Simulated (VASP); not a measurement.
**MgO: single point with PBE**

MgO:

```
Mg O
1.0
     3.52061    0.00000    0.00000
    -1.76030    3.04894    0.00000
     0.00000    0.00000    4.23811
Mg O
2 2
Direct
  0.66667 0.33333 0.75000
  0.33333 0.66667 0.25000
  0.66667 0.33333 0.25000
  0.33333 0.66667 0.75000
```

```yaml
Program: VASP 6.6.1
Task: single point
Functional: PBE
Potentials_or_basis: VASP PAW PBE potentials, release 64 (Mg, O)
Cutoff: 520 eV
k_mesh: 12 × 12 × 6
Occupations: fermi-dirac, width 0.02 eV
Spin: no spin polarisation
Dipole_correction: no
Further_INCAR_settings: ALGO = Normal; EDIFF = 1e-06; NBANDS = 16
```

The pressure is -0.5 GPa and the band gap on the k mesh is 3.26 eV, direct.

Stress tensor (GPa, compression positive):
```
-0.50  0.00  0.00
 0.00 -0.50  0.00
 0.00  0.00 -0.64
```

Levels at points of the mesh, in eV from the valence-band top:
| k point | band 6 | band 7 | band 8 | band 9 | band 10 | band 11 |
| --- | --- | --- | --- | --- | --- | --- |
| (0.00, 0.00, 0.00) | -0.77 | -0.77 | 0.00 | 3.26 | 9.19 | 11.95 |
| (0.50, 0.00, 0.00) | -1.93 | -1.25 | -0.52 | 6.90 | 8.74 | 9.73 |
| (0.00, 0.00, 0.50) | -1.24 | -1.24 | -1.24 | 6.28 | 6.28 | 12.70 |
| (0.50, 0.00, 0.50) | -1.49 | -0.78 | -0.78 | 7.20 | 7.20 | 11.59 |

Wall time 18 s on 1 thread of Intel(R) Xeon(R) 6975P-C (Granite Rapids), on a shared host, peak memory 0.19 GiB.

A k mesh can miss the band edges. PBE gaps usually lie below the measured ones, often by a third to a half.
